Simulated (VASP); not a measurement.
A run of VASP 6.6.1:

The input INCAR:

```
ALGO = Normal
EDIFF = 1E-6
ENCUT = 500
GGA = PE
GGA_COMPAT = False
ISIF = 2
ISMEAR = 0
LASPH = True
LCHARG = True
LELF = True
LREAL = False
LVHAR = True
LWAVE = False
NBANDS = 17
NELM = 120
PREC = Accurate
SIGMA = 0.1
```

File KPOINTS:

```
k-points
0
Gamma
  6 6 6
```

POSCAR

```
SnSe
1.0
    0.0000000000      2.9788637423      2.9788637423
    2.9788637423      0.0000000000      2.9788637423
    2.9788637423      2.9788637423      0.0000000000
Sn Se
1 1
Direct
    0.0000000000      0.0000000000      0.0000000000
    0.5000000000      0.5000000000      0.5000000000
```

Potentials or basis: VASP PAW PBE potentials, release 64 (Sn_d, Se).

Command:

```sh
$ cat potpaw_PBE.64/Sn_d/POTCAR potpaw_PBE.64/Se/POTCAR > POTCAR
$ mpirun -np 1 vasp_std > vasp.out
```

Hardware: 1 thread of Intel(R) Xeon(R) 6975P-C (Granite Rapids) (shared host).

Problem. How long does it take, and how much memory?

Solution. Run time: 5.9 s on 1 thread of Intel(R) Xeon(R) 6975P-C (Granite Rapids) (shared host), peak memory 0.17 GiB. Counts: scf iterations 12, k points 16.
